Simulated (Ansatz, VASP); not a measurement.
## One calculation of SnSe2, two programs

The input INCAR:

```
PREC = Accurate
ENCUT = 520
EDIFF = 1E-7
ISMEAR = 0
SIGMA = 0.05
LREAL = F
LASPH = T
NELM = 80
ALGO = Normal
ISIF = 2
LWAVE = F
LCHARG = F
GGA = PE
NBANDS = 20
```

Contents of KPOINTS:

```
Automatic mesh
0
Gamma
  12 12 6
```

POSCAR

```
SnSe2
1.0
    3.8109987816      0.0000000000      0.0000000000
   -1.9054993908      3.3004217586      0.0000000000
    0.0000000000      0.0000000000      6.1370000000
Sn Se
1 2
Direct
    0.0000000000      0.0000000000      0.0000000000
    0.1758942906      0.6666666667      0.2500000000
    0.6666666667      0.3333333333      0.7500000000
```

Input for Ansatz:

```yaml
crystal:
  lattice:
    - [3.8109987816, 0.0, 0.0]
    - [-1.9054993908, 3.3004217586, 0.0]
    - [0.0, 0.0, 6.137]
  atoms:
    - { symbol: Sn, position: [0.0, 0.0, 0.0] }
    - { symbol: Se, position: [0.1758942906, 0.6666666667, 0.25] }
    - { symbol: Se, position: [0.6666666667, 0.3333333333, 0.75] }
basis:
  ecutwfc: 420
kpoints:
  mp_grid: { grid: [12, 12, 6] }
hamiltonian:
  xc: pbe
scf:
  occupations: { method: gaussian, width: 0.05 }
output:
  forces: true
  stress: true
  eigenvalues: true
```

Alike in both runs: task single point; functional PBE; k mesh 12 × 12 × 6; occupations gaussian, width 0.05 eV; no spin polarisation.

|  | VASP | Ansatz |
| --- | --- | --- |
| version | VASP 6.6.1 | Ansatz 0.2.0 |
| potentials or method | VASP PAW PBE potentials, release 64 (Sn_d, Se), cutoff 520 eV | scalar-relativistic, plane waves, PAW |
| valence electrons in the cell | 26 | 46 |

```csv
,VASP,Ansatz,Ansatz less VASP
gap on the k mesh at the Fermi level (eV),0.03,0.03,+0.003
least direct gap on the mesh (eV),0.60,0.61,+0.006
pressure (GPa),10.3,10.3,-0.06
"traceless stress, the component that is largest in VASP (GPa)",8.55,8.57,+0.025
rms of the force components (eV/Å),1.932,1.935,+0.0026
```

Atom by atom the forces differ by 0.009 eV/Å (rms over components). VASP's potentials hold 26 valence electrons a cell and Ansatz's 46, so a difference there can come from the potentials and not from the codes.
